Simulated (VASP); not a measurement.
A run of VASP 6.6.1:

Contents of POSCAR:

```
BN
1.0
    2.5080409239      0.0000000000      0.0000000000
   -1.2467107647      2.1762310413      0.0000000000
   -0.6306650796     -1.0881155206      3.0225400000
N B
1 1
Direct
    0.6685060000      0.3323850000      0.9849990000
    0.9796430000      0.9834990000      0.0018060000
```

INCAR.step1

```
SYSTEM = BN
ALGO = Normal
EDIFF = 1E-5
ENCUT = 520
GGA = PE
ISIF = 2
ISMEAR = -1
LASPH = .True.
LCHARG = .False.
LREAL = .False.
LWAVE = .True.
NBANDS = 11
NELM = 60
PREC = Accurate
SIGMA = 0.05
```

Contents of INCAR.step2:

```
SYSTEM = BN
AEXX = 0.25
ALGO = Normal
EDIFF = 1E-6
ENCUT = 520
GGA = PE
ISIF = 2
ISMEAR = -1
ISTART = 1
LASPH = .True.
LCHARG = .False.
LHFCALC = .True.
LREAL = .False.
LWAVE = .False.
NBANDS = 11
NELM = 60
PREC = Accurate
PRECFOCK = Normal
SIGMA = 0.05
```

File KPOINTS:

```
k-points
0
Gamma
  7 7 5
  0 0 0
```

Potentials or basis: VASP PAW PBE potentials, release 64 (N, B).

Command:

```bash
$ cat potpaw_PBE.64/N/POTCAR potpaw_PBE.64/B/POTCAR > POTCAR
$ cp INCAR.step1 INCAR
$ mpirun -np 1 vasp_std > vasp.out
$ cp INCAR.step2 INCAR
$ mpirun -np 1 vasp_std > vasp.out
```

Hardware: 1 thread of Intel(R) Xeon(R) Platinum 8375C CPU @ 2.90GHz (Ice Lake), with other jobs on the host.

Problem. Estimate the wall time of this run.

Solution. Wall time 23 min on 1 thread of Intel(R) Xeon(R) Platinum 8375C CPU @ 2.90GHz (Ice Lake), with other jobs on the host, peak memory 0.15 GiB. Counts: k points 123.
